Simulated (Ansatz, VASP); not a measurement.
## One calculation of CuBiH3, two programs

```
Cu Bi H
1.0
     2.59472    1.49806    4.22772
    -2.59472    1.49806    4.22772
     0.00000   -2.99613    4.22772
Cu Bi H
2 2 6
Cartesian
  0.0000 0.0000 9.5124
  0.0000 0.0000 3.1708
  0.0000 0.0000 6.3416
  0.0000 0.0000 0.0000
  -0.1297 -1.4981 5.2847
  -1.2325 0.8614 5.2847
  0.1297 1.4981 7.3985
  -1.3622 -0.6367 7.3985
  1.2325 -0.8614 7.3985
  1.3622 0.6367 5.2847
```

Alike in both runs: task relaxation of cell and atoms; functional PBE; k mesh 6 × 6 × 6; occupations gaussian, width 0.1 eV; no spin polarisation.

|  | VASP | Ansatz |
| --- | --- | --- |
| version | VASP 6.6.1 | Ansatz 0.2.0 |
| potentials or method | VASP PAW PBE potentials, release 64 (Cu, Bi_d, H), cutoff 600 eV | scalar-relativistic, plane waves, PAW |
| valence electrons in the cell | 58 | 74 |

VASP gave:

```
gap on the k mesh at the Fermi level, each at its own relaxed structure (eV) : none
relaxed volume (Å³/atom)                                                     : 12.92
relaxed length of the cell vector where the two differ most in proportion (Å)              : 5.900
```

Q: Which values does Ansatz return?

A: gap on the k mesh at the Fermi level, each at its own relaxed structure (eV): none; relaxed volume (Å³/atom): 11.90; relaxed length of the cell vector where the two differ most in proportion (Å): 5.266.

A gap of «none» marks a metal or a gap that the smearing closes. One of these differences is far larger than is usual between the two programs; its cause wasn't traced. VASP's potentials hold 58 valence electrons a cell and Ansatz's 74, so a difference there can come from the potentials and not from the codes.

Spin-orbit coupling is off throughout. Noted on VASP's run: the volume moved by over 15 % at a fixed basis, so the end points are rough.
